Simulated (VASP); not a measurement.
# PbS (P6_3/mmc) in VASP: notebook

PbS is run at these levels: PBE; tasks: single point.

All numbers are computed with VASP 6.6.1; they aren't measurements. Logs are shortened: lines on timing, memory, paths and dates and some standing lists are left out, and cuts for length are marked.

### 1 The cell of the first run

The structure is hexagonal, space group P6_3/mmc (No. 194). Conventional cell: a = 4.154 Å, b = 4.154 Å, c = 7.360 Å, α = 90.00°, β = 90.00°, γ = 120.00°. Within 4.2 Å of Pb (site symmetry -3m) lie 6 S at 3.02 Å and 8 Pb at 3.68 to 4.15 Å. S (site symmetry -6m2) has 6 Pb at 3.02 Å and 6 S at 4.15 Å within 4.2 Å.

### 2 Single point, PBE

Contents of INCAR:

```
ALGO = Normal
EDIFF = 1E-6
ENCUT = 520
GGA = PE
ISIF = 2
ISMEAR = -1
LASPH = T
LCHARG = T
LELF = T
LREAL = F
LVHAR = T
LWAVE = F
NBANDS = 28
NELM = 80
PREC = Accurate
SIGMA = 0.02
```

Contents of KPOINTS:

```
k-points
0
Gamma
  6 6 4
```

Contents of POSCAR:

```
PbS
1.0
    4.1540074645      0.0000000000      0.0000000000
   -2.0770037323      3.5974759918      0.0000000000
    0.0000000000      0.0000000000      7.3595792933
Pb S
2 2
Direct
    0.0000000000      0.0000000000      0.0000000000
    0.0000000000      0.0000000000      0.5000000000
    0.3333333333      0.6666666667      0.2500000000
    0.6666666667      0.3333333333      0.7500000000
```

Potentials or basis: VASP PAW PBE potentials, release 64 (Pb_d, S).

Command:

```bash
> cat potpaw_PBE.64/Pb_d/POTCAR potpaw_PBE.64/S/POTCAR > POTCAR
> mpirun -np 1 vasp_std > vasp.out
```

OUTCAR:

```text
EDIFF = 1E-6
   ENCUT = 520
   GGA = PE
   ISIF = 2
   ISMEAR = -1
   LASPH = T
   LREAL = F
   NELM = 80
   PREC = Accurate

 ion  position               nearest neighbor table
   1  0.000  0.000  0.000-   3 3.02   4 3.02   4 3.02   3 3.02   4 3.02   3 3.02   2 3.68   2 3.68

   2  0.000  0.000  0.500-   3 3.02   4 3.02   4 3.02   3 3.02   4 3.02   3 3.02   1 3.68   1 3.68

   3  0.333  0.667  0.250-   1 3.02   2 3.02   1 3.02   2 3.02   1 3.02   2 3.02
   4  0.667  0.333  0.750-   1 3.02   2 3.02   1 3.02   2 3.02   1 3.02   2 3.02

  LATTYP: Found a hexagonal cell.
 ALAT       =     4.1540074645
 C/A-ratio  =     1.7716817690

  Lattice vectors:

 A1 = (   4.1540074645,   0.0000000000,   0.0000000000)
 A2 = (  -2.0770037323,   3.5974759918,   0.0000000000)
 A3 = (   0.0000000000,   0.0000000000,   7.3595792933)

Analysis of symmetry for initial positions (statically):
=====================================================================
 Subroutine PRICEL returns:
 Original cell was already a primitive cell.

 Routine SETGRP: Setting up the symmetry group for a
 hexagonal supercell.

 Subroutine GETGRP returns: Found 24 space group operations
 (whereof 12 operations were pure point group operations)
 out of a pool of 24 trial point group operations.

The static configuration has the point symmetry D_3d.
 The point group associated with its full space group is D_6h.

Analysis of symmetry for dynamics (positions and initial velocities):
=====================================================================
 Subroutine PRICEL returns:
 Original cell was already a primitive cell.

 Routine SETGRP: Setting up the symmetry group for a
 hexagonal supercell.

 Subroutine GETGRP returns: Found 24 space group operations
 (whereof 12 operations were pure point group operations)
 out of a pool of 24 trial point group operations.

The dynamic configuration has the point symmetry D_3d.
 The point group associated with its full space group is D_6h.

 Subroutine INISYM returns: Found 24 space group operations
 (whereof 12 operations are pure point group operations),
 and found     1 'primitive' translations

----------------------------------------------------------------------------------------

                                     Primitive cell

[... 86 lines left out ...]
   LSORBIT =      F    spin-orbit coupling
   LASPH  =      T    aspherical Exc in radial PAW
   ENCUT  =  520.0 eV  38.22 Ry    6.18 a.u.   7.72  7.72 13.68*2*pi/ulx,y,z
   NELM   =     80;   NELMIN=  2; NELMDL= -5     # of ELM steps
   EDIFF  = 0.1E-05   stopping-criterion for ELM
   LREAL  =      F    real-space projection
   EDIFFG = 0.1E-04   stopping-criterion for IOM
   NSW    =      0    number of steps for IOM
   IBRION =     -1    ionic relax: 0-MD 1-quasi-New 2-CG
   NFREE  =      0    steps in history (QN), initial steepest desc. (CG)
   ISIF   =      2    stress and relaxation
   ISYM   =      2    0-nonsym 1-usesym 2-fastsym
   POTIM  = 0.5000    time-step for ionic-motion
   TEBEG  =    0.0;   TEEND  =   0.0 temperature during run
   PSTRESS=    0.0 pullay stress
   NELECT =      40.0000    total number of electrons
   NUPDOWN=      -1.0000    fix difference up-down
   EMIN   =  10.00;   EMAX   =-10.00  energy-range for DOS
   EFERMI =   0.00;   METHOD = LEGACY
   ISMEAR =    -1;   SIGMA  =   0.02  broadening in eV -4-tet -1-fermi 0-gaus
   EFERMI_NEDOS =   21; number of points for ismear=-14 and -15
   IALGO  =     38    algorithm
   IMIX   =      4    mixing-type and parameters
     AMIX     =   0.40;   BMIX     =  1.00
     AMIX_MAG =   1.60;   BMIX_MAG =  1.00
  volume/ion in A,a.u.               =      27.50       185.55
  Fermi-wavevector in a.u.,A,eV,Ry     =   1.168572  2.208281 18.579576  1.365560
  Thomas-Fermi vector in A             =   2.305057
   LORBIT       =      0    0 simple, 1 ext, 2 COOP (PROOUT), +10 PAW based schemes
   GGA     = PE    functional components
   LHFCALC =     F    Hartree Fock is set to
   AEXX    =    0.0000 exact exchange contribution
   IVDW    =     0    specifies the selected vdW correction
   LEPSILON=     F    determine dielectric tensor
   LRPA    =     F    only Hartree local field effects (RPA)
 non-spin polarized calculation
  energy-cutoff  :      520.00
  volume of cell :      109.98
 maximum number of plane-waves:      3016
 NGX is ok and might be reduce to    32
   NGX = 15   NGY = 15   NGZ = 27

 number of electron      39.9999999 magnetization

 Free energy of the ion-electron system (eV)
  ---------------------------------------------------
  ext. energy  EPLUGINS =         0.00000000
  ---------------------------------------------------
  free energy    TOTEN  =       -17.29659260 eV

  energy without entropy =      -17.29615192  energy(sigma->0) =      -17.29637226

 E-fermi :   5.5393     XC(G=0):  -9.4218

 val. band max:        5.5347983855   @ k =   0.0000   0.0000   0.0000
 cond. band min:       5.5473564973   @ k =   0.0000   0.0000   0.0000
 fundamental gap:      0.0125581119
 Fermi energy:         5.5393060657

 k-point     1 :       0.0000    0.0000    0.0000
  band No.  band energies     occupation
      1     -11.7492      2.00000
      2     -11.6812      2.00000
      3     -11.6812      2.00000
      4     -11.6675      2.00000
      5     -11.6675      2.00000
      6     -11.6564      2.00000
[... 640 lines left out ...]
     27      12.9180      0.00000
     28      12.9180      0.00000

------------------------ aborting loop because EDIFF is reached ----------------------------------------

  FORCE on cell =-STRESS in cart. coord.  units (eV):
  Direction    XX          YY          ZZ          XY          YZ          ZX
  --------------------------------------------------------------------------------------
  -------------------------------------------------------------------------------------
  Total       -0.0487401     -0.0487401     -0.0930044      0.0000000     -0.0000000     -0.0000000
  in kB       -0.7100333     -0.7100333     -1.3548650      0.0000000     -0.0000000     -0.0000000
  external PRESSURE =      -0.9249772 kB  Pullay stress =       0.0000000 kB

 VOLUME and BASIS-vectors are now :
 -----------------------------------------------------------------------------
  energy-cutoff  :      520.00
  volume of cell :      109.98
      direct lattice vectors                 reciprocal lattice vectors
     4.154007465  0.000000000  0.000000000     0.240731392  0.138986334  0.000000000
    -2.077003732  3.597475992  0.000000000     0.000000000  0.277972668  0.000000000
     0.000000000  0.000000000  7.359579293     0.000000000  0.000000000  0.135877332

 POSITION                                       TOTAL-FORCE (eV/Angst)
 -----------------------------------------------------------------------------------
      0.00000      0.00000      0.00000        -0.000000      0.000000      0.000000
      0.00000      0.00000      3.67979        -0.000000      0.000000      0.000000
     -0.00000      2.39832      1.83989         0.000000      0.000000     -0.000000
      2.07700      1.19916      5.51968         0.000000      0.000000     -0.000000
 -----------------------------------------------------------------------------------
    total drift:                                0.000000     -0.000000      0.000000

  FREE ENERGIE OF THE ION-ELECTRON SYSTEM (eV)
  ---------------------------------------------------
  free  energy   TOTEN  =       -17.2965926041 eV

  energy  without entropy=      -17.2961519173  energy(sigma->0) =      -17.29637226
```

OSZICAR:

```text
N       E                     dE             d eps       ncg     rms          rms(c)
DAV:   1     0.420048320326E+03    0.42005E+03   -0.18921E+04  1176   0.151E+03
DAV:   2     0.302871611300E+02   -0.38976E+03   -0.37880E+03  1192   0.401E+02
DAV:   3    -0.159916030170E+02   -0.46279E+02   -0.45066E+02  1532   0.156E+02
DAV:   4    -0.182941678404E+02   -0.23026E+01   -0.22904E+01  1392   0.360E+01
DAV:   5    -0.183919891414E+02   -0.97821E-01   -0.97803E-01  1600   0.770E+00    0.618E+00
DAV:   6    -0.172810551950E+02    0.11109E+01   -0.28114E+00  1596   0.100E+01    0.394E+00
DAV:   7    -0.172919866950E+02   -0.10931E-01   -0.41650E-01  1304   0.262E+00    0.265E+00
DAV:   8    -0.173035692387E+02   -0.11583E-01   -0.83438E-02  1436   0.238E+00    0.135E+00
DAV:   9    -0.172961033342E+02    0.74659E-02   -0.19279E-02  1552   0.113E+00    0.287E-01
DAV:  10    -0.172965347897E+02   -0.43146E-03   -0.23992E-03  1428   0.227E-01    0.790E-02
DAV:  11    -0.172965923308E+02   -0.57541E-04   -0.12020E-04  1376   0.790E-02    0.355E-02
DAV:  12    -0.172965944205E+02   -0.20896E-05   -0.85410E-06  1368   0.189E-02    0.119E-02
DAV:  13    -0.172965925462E+02    0.18743E-05   -0.78015E-06  1156   0.194E-02    0.136E-03
DAV:  14    -0.172965926041E+02   -0.57911E-07   -0.64570E-07   708   0.738E-03
   1 F= -.17296593E+02 E0= -.17296372E+02  d E =-.440687E-03
```

Wall time 1.9 min (1 thread of Intel Xeon 8259CL, shared host); peak memory 0.25 GiB.

What came out:

| Item | Value |
| --- | --- |
| Free energy | -17.2966 eV |
| Pressure | -0.1 GPa |
| Band gap on the k mesh | 0.01 eV |

Caveat: spin-orbit coupling is left out, which moves the levels of the heavy elements. A k mesh can miss the band edges.

### 3 Single point, PBE (28.32 Å³/atom)

This run uses another cell than the first one, of 28.32 Å³/atom.

Contents of INCAR:

```
ALGO = Normal
EDIFF = 1E-7
ENCUT = 520
GGA = PE
ISIF = 2
ISMEAR = -1
LASPH = True
LCHARG = True
LELF = True
LREAL = False
LVHAR = True
LWAVE = False
NBANDS = 28
NELM = 60
PREC = Accurate
SIGMA = 0.02
```

KPOINTS is that of step 2.

Contents of POSCAR:

```
PbS
1.0
    4.1951389263      0.0000000000      0.0000000000
   -2.0975694632      3.6330968826      0.0000000000
    0.0000000000      0.0000000000      7.4324511542
Pb S
2 2
Direct
    0.0000000000      0.0000000000      0.0000000000
    0.0000000000      0.0000000000      0.5000000000
    0.3333333333      0.6666666667      0.2500000000
    0.6666666667      0.3333333333      0.7500000000
```

Potentials or basis: VASP PAW PBE potentials, release 64 (Pb_d, S).

Command:

```bash
> cat potpaw_PBE.64/Pb_d/POTCAR potpaw_PBE.64/S/POTCAR > POTCAR
> mpirun -np 1 vasp_std > vasp.out
```

Run time: 1.8 min. Hardware: 1 thread of Intel Xeon 8259CL, shared host; peak memory 0.25 GiB.

The run converged. Its results:

```
Free energy            : -17.2811 eV
Pressure               : -1.5 GPa
Band gap on the k mesh : 0.11 eV
```

Stress tensor (GPa, compression positive):
```
-1.39  0.00  0.00
 0.00 -1.39  0.00
 0.00  0.00 -1.74
```

Levels at points of the mesh, in eV from the valence-band top:
```csv
k point,band 17,band 18,band 19,band 20,band 21,band 22,band 23,band 24
"(0.00, 0.00, 0.00)",-1.98,-1.58,-1.58,0.00,0.11,3.08,3.08,3.41
"(0.50, 0.00, 0.00)",-3.03,-1.72,-1.65,-1.01,0.20,1.83,2.51,3.53
"(0.00, 0.00, 0.50)",-1.78,-1.78,-1.61,-1.61,2.43,2.43,3.13,3.13
"(0.50, 0.00, 0.50)",-2.65,-2.65,-2.49,-2.49,2.51,2.51,2.69,2.69
```

Caveat: spin-orbit coupling is left out, which moves the levels of the heavy elements.

### 4 Single point, PBE (29.14 Å³/atom)

This run uses another cell than the first one, of 29.14 Å³/atom.

Contents of INCAR:

```
SYSTEM = PbS
PREC     = Accurate       ! precision mode
ENCUT    = 520            ! plane-wave cutoff, eV
EDIFF    = 1E-7           ! SCF threshold, eV
ISMEAR   = -1             ! smearing method
SIGMA    = 0.02           ! smearing width, eV
LREAL    = .False.        ! projectors in reciprocal space
LASPH    = .True.         ! aspherical terms in the spheres
NELM     = 60             ! most SCF steps
ALGO     = Normal         ! electronic algorithm
ISIF     = 2              ! what is computed and relaxed
LWAVE    = .False.        ! write WAVECAR
LCHARG   = .True.         ! write CHGCAR
GGA      = PE             ! functional
LELF     = .True.         ! ELF
LVHAR    = .True.       
NBANDS   = 28             ! bands
```

Contents of KPOINTS:

```
Automatic mesh
0
Gamma
  6 6 4
  0 0 0
```

Contents of POSCAR:

```
PbS
1.0
    4.2354792753      0.0000000000      0.0000000000
   -2.1177396376      3.6680326496      0.0000000000
    0.0000000000      0.0000000000      7.5039214150
Pb S
2 2
Direct
    0.0000000000      0.0000000000      0.0000000000
    0.0000000000      0.0000000000      0.5000000000
    0.3333333333      0.6666666667      0.2500000000
    0.6666666667      0.3333333333      0.7500000000
```

Command:

```bash
> cat potpaw_PBE.64/Pb_d/POTCAR potpaw_PBE.64/S/POTCAR > POTCAR
> mpirun -np 1 vasp_std > vasp.out
```

Wall time 1.9 min (1 thread of Intel Xeon 8259CL, shared host); peak memory 0.25 GiB.

It converged, with:

```
Free energy            : -17.2383 eV
Pressure               : -2.7 GPa
Band gap on the k mesh : 0.20 eV
```

Stress tensor (GPa, compression positive):
```
-2.52  0.00  0.00
 0.00 -2.52  0.00
 0.00  0.00 -3.16
```

Levels at points of the mesh, in eV from the valence-band top:
```tsv
k point	band 16	band 17	band 18	band 19	band 20	band 21	band 22	band 23	band 24	band 25
(0.00, 0.00, 0.00)	-1.81	-1.81	-1.44	-1.44	0.00	0.20	3.14	3.14	3.42	3.42
(0.50, 0.00, 0.00)	-3.87	-2.82	-1.56	-1.51	-0.92	0.30	1.92	2.58	3.56	4.82
(0.00, 0.00, 0.50)	-1.62	-1.62	-1.62	-1.51	-1.51	2.47	2.47	3.17	3.17	3.17
(0.50, 0.00, 0.50)	-3.08	-2.49	-2.49	-2.31	-2.31	2.55	2.55	2.75	2.75	3.36
```

Caveat: spin-orbit coupling is left out, which moves the levels of the heavy elements. A k mesh can miss the band edges.

### 5 Overview

```csv
cell,gap on the mesh (eV),pressure (GPa)
"a = 4.154, b = 4.154, c = 7.360 Å, angles 90.0, 90.0, 120.0°, 4 atoms",0.01,-0.1
"a = 4.195, b = 4.195, c = 7.432 Å, angles 90.0, 90.0, 120.0°, 4 atoms",0.11,-1.5
"a = 4.235, b = 4.235, c = 7.504 Å, angles 90.0, 90.0, 120.0°, 4 atoms",0.20,-2.7
```

Alike in all rows: task single point; level PBE; potentials or basis VASP PAW PBE potentials, release 64 (Pb_d, S); no spin polarisation; k mesh 6 × 6 × 4; cutoff (eV) 520; smearing fermi-dirac 0.02 eV.

Caveats: spin-orbit coupling is left out, which moves the levels of the heavy elements.

Total energies depend on the potentials used, so only differences within one code and one set of settings carry meaning.
